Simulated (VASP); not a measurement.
## Ni: single point with PBE

Crystal: Ni.

```
Ni
1.0
     0.00000    1.77540    1.77540
     3.55080    0.00000    3.55080
     1.77540    1.77540    0.00000
Ni
2
Direct
  0.00000 0.00000 0.00000
  0.00000 0.50000 0.00000
```

| Property | Result |
| --- | --- |
| Program | VASP 6.6.1 |
| Task | single point |
| Functional | PBE |
| Potentials or basis | VASP PAW PBE potentials, release 64 (Ni) |
| Cutoff | 520 eV |
| k mesh | 14 × 7 × 14 |
| Occupations | fermi-dirac, width 0.1 eV |
| Spin | collinear spin, antiferromagnetic start |
| Starting moments | [2.0, -2.0] μB |
| Dipole correction | no |
| Further INCAR settings | ALGO = Normal; EDIFF = 1e-07; NBANDS = 21 |

```json
{"Pressure": "-5.6 GPa", "Band gap on the k mesh": "zero (filled and empty bands overlap)", "Net moment": "0.00 μB per cell", "Valence electrons inside the program's atomic spheres": "Ni 9.26"}
```

Levels at points of the mesh, in eV from the Fermi level:
Spin up:
```
           k point  band 7  band 8  band 9  band 10  band 11  band 12  band 13  band 14
(0.00, 0.00, 0.00)   -1.79   -0.74   -0.74    -0.10    -0.04    -0.04     5.86    22.09
(0.50, 0.00, 0.00)   -0.05   -0.04   -0.04     0.14     0.14     2.59     5.86     9.27
```
Spin down:
| k point | band 6 | band 7 | band 8 | band 9 | band 10 | band 11 | band 12 | band 13 | band 14 | band 15 |
| --- | --- | --- | --- | --- | --- | --- | --- | --- | --- | --- |
| (0.00, 0.00, 0.00) | -1.79 | -1.79 | -0.74 | -0.74 | -0.10 | -0.04 | -0.04 | 5.86 | 22.09 | 23.58 |
| (0.50, 0.00, 0.00) | -0.10 | -0.05 | -0.04 | -0.04 | 0.14 | 0.14 | 2.59 | 5.86 | 9.27 | 14.74 |

Wall time 3.7 min on 1 thread of Intel(R) Xeon(R) Platinum 8259CL CPU @ 2.50GHz (Skylake/Cascade Lake), on a shared host, peak memory 0.22 GiB.

Caveat: the cell stands under tension.
